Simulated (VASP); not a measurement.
Ti3Al: single point with PBE

The system is Ti3Al.

```
CELL_PARAMETERS angstrom
0.00000 3.23178 3.23178
3.23178 0.00000 3.23178
3.23178 3.23178 0.00000
ATOMIC_POSITIONS crystal
Ti 0.75000 0.75000 0.75000
Ti 0.25000 0.25000 0.25000
Ti 0.00000 0.00000 0.00000
Al 0.50000 0.50000 0.50000
```

```yaml
Program: VASP 6.6.1
Task: single point
Functional: PBE
Potentials_or_basis: VASP PAW PBE potentials, release 64 (Ti_sv, Al)
Cutoff: 520 eV
k_mesh: 10 × 10 × 10
Occupations: gaussian, width 0.05 eV
Spin: collinear spin, ferrimagnetic start
Starting_moments: "[0.23, 0.23, 1.03, -0.03] μB"
Dipole_correction: no
Further_INCAR_settings: ALGO = Normal; EDIFF = 1e-07; NBANDS = 32
```

| Property | Result |
| --- | --- |
| Pressure | -0.3 GPa |
| Net moment | 1.91 μB per cell |
| Site moments | Ti +0.22, +1.02; Al -0.02 μB |
| Valence electrons inside the program's atomic spheres | Ti 10.24, 10.32; Al 0.82 |

Levels at points of the mesh, in eV from the Fermi level:
Spin up:
```csv
k point,band 17,band 18,band 19,band 20,band 21,band 22,band 23,band 24,band 25,band 26
"(0.00, 0.00, 0.00)",-1.71,-1.71,-0.37,-0.37,-0.37,2.12,2.12,2.12,2.80,2.80
"(0.50, 0.00, 0.00)",-0.69,-0.61,-0.61,-0.19,-0.19,0.62,0.89,0.89,2.53,2.53
"(0.50, 0.50, 0.00)",-0.67,-0.67,-0.43,-0.43,-0.15,0.98,0.98,0.99,2.10,2.36
```
Spin down:
```tsv
k point	band 16	band 17	band 18	band 19	band 20	band 21	band 22	band 23
(0.00, 0.00, 0.00)	-1.56	-1.50	-1.50	0.56	0.56	0.56	2.36	2.36
(0.50, 0.00, 0.00)	-1.75	0.05	0.08	0.08	0.10	0.10	0.96	1.13
(0.50, 0.50, 0.00)	-1.66	-0.57	-0.57	-0.07	0.34	0.34	1.43	1.43
```

Run time: 4.2 min on 1 thread of Intel(R) Xeon(R) Platinum 8259CL CPU @ 2.50GHz (Skylake/Cascade Lake), with other jobs on the host, peak memory 0.33 GiB.
